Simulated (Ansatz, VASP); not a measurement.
## Pt in VASP and in Ansatz

```
CELL_PARAMETERS angstrom
2.67333 0.00000 0.00000
-1.33667 2.31517 0.00000
0.00000 0.00000 2.73338
ATOMIC_POSITIONS crystal
Pt 0.00000 0.00000 0.00000
```

Alike in both runs: task relaxation of cell and atoms; functional PBE; k mesh 24 × 24 × 20; occupations gaussian, width 0.1 eV; no spin polarisation.

|  | VASP | Ansatz |
| --- | --- | --- |
| version | VASP 6.6.1 | Ansatz 0.2.0 |
| potentials or method | VASP PAW PBE potentials, release 64 (Pt), cutoff 600 eV | scalar-relativistic, plane waves, PAW |
| valence electrons in the cell | 10 | 18 |

|  | VASP | Ansatz | Ansatz less VASP |
| --- | --- | --- | --- |
| gap on the k mesh at the Fermi level, each at its own relaxed structure (eV) | none | none | - |
| relaxed volume (Å³/atom) | 16.81 | 16.84 | +0.034 |
| relaxed cell length with the largest relative difference (Å) | 2.689 | 2.691 | +0.0027 |

A gap of «none» marks a metal or a gap that the smearing closes. VASP's potentials hold 10 valence electrons a cell and Ansatz's 18, so a difference there can come from the potentials and not from the codes.

Neither program's run includes spin-orbit coupling.
